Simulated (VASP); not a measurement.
## Mg: single point with PBEsol

Mg:

```
CELL_PARAMETERS angstrom
3.05423 0.00000 0.00000
-1.52712 2.64504 0.00000
0.00000 0.00000 4.90027
ATOMIC_POSITIONS crystal
Mg 0.33333 0.66667 0.25000
Mg 0.66667 0.33333 0.75000
```

| Quantity | Value |
| --- | --- |
| Program | VASP 6.6.1 |
| Task | single point |
| Functional | PBEsol |
| Potentials or basis | VASP PAW PBE potentials, release 64 (Mg) |
| Cutoff | 520 eV |
| k mesh | 18 × 18 × 8 |
| Occupations | gaussian, width 0.1 eV |
| Spin | no spin polarisation |

The pressure is 6.2 GPa and the band gap on the k mesh is zero (bands 2 and 3 overlap by 2.13 eV).

Stress tensor (GPa, compression positive):
```
6.15 0.00 0.00
0.00 6.15 0.00
0.00 0.00 6.29
```

Levels at points of the mesh, in eV from the Fermi level:
| k point | band 1 | band 2 | band 3 | band 4 | band 5 | band 6 | band 7 |
| --- | --- | --- | --- | --- | --- | --- | --- |
| (0.00, 0.00, 0.00) | -7.60 | -1.86 | -1.12 | 11.67 | 11.67 | 12.07 | 12.07 |
| (0.50, 0.00, 0.00) | -2.45 | -2.31 | 2.91 | 3.09 | 3.81 | 4.10 | 7.55 |
| (0.00, 0.00, 0.50) | -6.04 | -6.04 | 5.68 | 5.68 | 12.44 | 12.44 | 12.44 |
| (0.50, 0.00, 0.50) | -1.28 | -1.28 | -0.43 | -0.43 | 8.54 | 8.54 | 8.81 |

Run time: 31 s on 1 thread of AMD EPYC 7R13 Processor (Zen 3), on a shared host, peak memory 0.17 GiB.

Caveat: the cell stands under pressure; the PAW data sets were made with another functional, which shifts forces and pressure a little.
